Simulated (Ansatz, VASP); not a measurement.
## Two plane-wave programs on CdI2

The input INCAR:

```
SYSTEM = CdI2
ALGO     = Normal         ! electronic algorithm
EDIFF    = 1E-6           ! SCF threshold, eV
ENCUT    = 500            ! plane-wave cutoff, eV
GGA      = PE             ! functional
GGA_COMPAT= .FALSE.      
ISIF     = 2              ! what is computed and relaxed
ISMEAR   = -1             ! smearing method
KPAR     = 4            
LASPH    = .TRUE.         ! aspherical terms in the spheres
LCHARG   = .TRUE.         ! write CHGCAR
LREAL    = .FALSE.        ! projectors in reciprocal space
LVHAR    = .TRUE.       
LWAVE    = .FALSE.        ! write WAVECAR
NBANDS   = 78             ! bands
NELM     = 120            ! most SCF steps
PREC     = Accurate       ! precision mode
SIGMA    = 0.02           ! smearing width, eV
```

The input KPOINTS:

```
k-points
0
G
  12 12 2
  0 0 0
```

File POSCAR:

```
CdI2
1.0
    4.2487582184      0.0000000000      0.0000000000
   -2.1243791092      3.6795325517      0.0000000000
    0.0000000000      0.0000000000     34.4312534293
Cd I
5 10
Direct
    0.6666666667      0.3333333333      0.7999740059
    0.0000000000      0.0000000000      0.3999843034
    0.3333333333      0.6666666667      0.2000259941
    0.0000000000      0.0000000000      0.6000156966
    0.0000000000      0.0000000000      0.0000000000
    0.6666666667      0.3333333333      0.9500885714
    0.3333333333      0.6666666667      0.0499114286
    0.6666666667      0.3333333333      0.1501119443
    0.3333333333      0.6666666667      0.4498852121
    0.3333333333      0.6666666667      0.8498880557
    0.6666666667      0.3333333333      0.3500710938
    0.0000000000      0.0000000000      0.7500709713
    0.3333333333      0.6666666667      0.6499289062
    0.6666666667      0.3333333333      0.5501147879
    0.0000000000      0.0000000000      0.2499290287
```

Input for Ansatz:

```yaml
crystal:
  lattice:
    - [4.2487582184, 0.0, 0.0]
    - [-2.1243791092, 3.6795325517, 0.0]
    - [0.0, 0.0, 34.4312534293]
  atoms:
    - { symbol: Cd, position: [0.6666666667, 0.3333333333, 0.7999740059] }
    - { symbol: Cd, position: [0.0, 0.0, 0.3999843034] }
    - { symbol: Cd, position: [0.3333333333, 0.6666666667, 0.2000259941] }
    - { symbol: Cd, position: [0.0, 0.0, 0.6000156966] }
    - { symbol: Cd, position: [0.0, 0.0, 0.0] }
    - { symbol: I, position: [0.6666666667, 0.3333333333, 0.9500885714] }
    - { symbol: I, position: [0.3333333333, 0.6666666667, 0.0499114286] }
    - { symbol: I, position: [0.6666666667, 0.3333333333, 0.1501119443] }
    - { symbol: I, position: [0.3333333333, 0.6666666667, 0.4498852121] }
    - { symbol: I, position: [0.3333333333, 0.6666666667, 0.8498880557] }
    - { symbol: I, position: [0.6666666667, 0.3333333333, 0.3500710938] }
    - { symbol: I, position: [0.0, 0.0, 0.7500709713] }
    - { symbol: I, position: [0.3333333333, 0.6666666667, 0.6499289062] }
    - { symbol: I, position: [0.6666666667, 0.3333333333, 0.5501147879] }
    - { symbol: I, position: [0.0, 0.0, 0.2499290287] }
kpoints:
  mp_grid: { grid: [12, 12, 2] }
  band_path:
    path:
      - [[0.0, 0.0, 0.0], [0.5, 5.984280765821e-17, 1.028770452664e-17], [0.3333333333333, 0.3333333333333, 6.858469684424e-18], [0.0, 0.0, 0.0], [3.712335466291e-36, 1.667903799838e-36, 0.5], [0.5, 5.980350677706e-17, 0.5], [0.3333333333333, 0.3333333333333, 0.5], [3.712335466291e-36, 1.667903799838e-36, 0.5]]
      - [[0.5, 5.980350677706e-17, 0.5], [0.5, 5.984280765821e-17, 1.028770452664e-17]]
      - [[0.3333333333333, 0.3333333333333, 0.5], [0.3333333333333, 0.3333333333333, 6.858469684424e-18]]
    npoints: 10
hamiltonian:
  xc: pbe
scf:
  occupations: { method: fermi_dirac, width: 0.02 }
  n_extra_bands: 7
output:
  forces: true
  stress: true
  eigenvalues: true
  write_density: true
  write_potential: true
  elf: true
  volumetric_format: npy
```

Alike in both runs: task single point; functional PBE; k mesh 12 × 12 × 2; occupations fermi-dirac, width 0.02 eV; no spin polarisation.

```csv
,VASP,Ansatz
version,VASP 6.6.1,Ansatz 0.2.0
potentials or method,"VASP PAW PBE potentials, release 64 (Cd, I)","plane waves, PAW"
plane-wave cutoff (eV),500,420
valence electrons in the cell,130,270
```

Ansatz gave:

- gap on the k mesh at the Fermi level (eV): 2.28
- pressure (GPa): 1.6
- rms of the force components (eV/Å): 0.033

Which values does VASP return?

gap on the k mesh at the Fermi level (eV): 2.27; pressure (GPa): 1.7; rms of the force components (eV/Å): 0.043.

Atom by atom the forces differ by 0.010 eV/Å (rms over components). VASP's potentials hold 130 valence electrons a cell and Ansatz's 270, so a difference there can come from the potentials and not from the codes.

Spin-orbit coupling is off throughout.
